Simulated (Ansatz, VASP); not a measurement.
## One calculation of BN, two programs

```xyz
4
Lattice="2.4883 0.0000 0.0000 -1.2442 2.1550 0.0000 0.0000 0.0000 6.4943" Properties=species:S:1:pos:R:3 pbc="T T T"
B     0.0000    1.4366    1.6236
B     1.2442    0.7183    4.8708
N     0.0000    1.4366    4.8708
N     1.2442    0.7183    1.6236
```

Alike in both runs: functional LDA; k mesh 12 × 12 × 4; occupations gaussian, width 0.02 eV; no spin polarisation.

Ansatz relaxed the structure, and its values are those at the end. VASP's run is a single point on that final structure, the one shown.

```csv
,VASP,Ansatz
version,VASP 6.6.1,Ansatz 0.2.0
potentials or method,"VASP PAW LDA potentials, release 64 (B, N), cutoff 600 eV","scalar-relativistic, plane waves, PAW"
valence electrons in the cell,16,16
```

|  | VASP | Ansatz | Ansatz less VASP |
| --- | --- | --- | --- |
| gap on the k mesh at the Fermi level (eV) | 4.05 | 4.07 | +0.012 |
| least direct gap on the mesh (eV) | 4.47 | 4.48 | +0.012 |
| pressure (GPa) | 0.5 | 0.0 | -0.47 |

Ansatz warns that its potentials were made for another functional, while VASP's fit it. LDA's correlation is that of Perdew and Zunger in VASP and of Perdew and Wang (1992) in Ansatz.
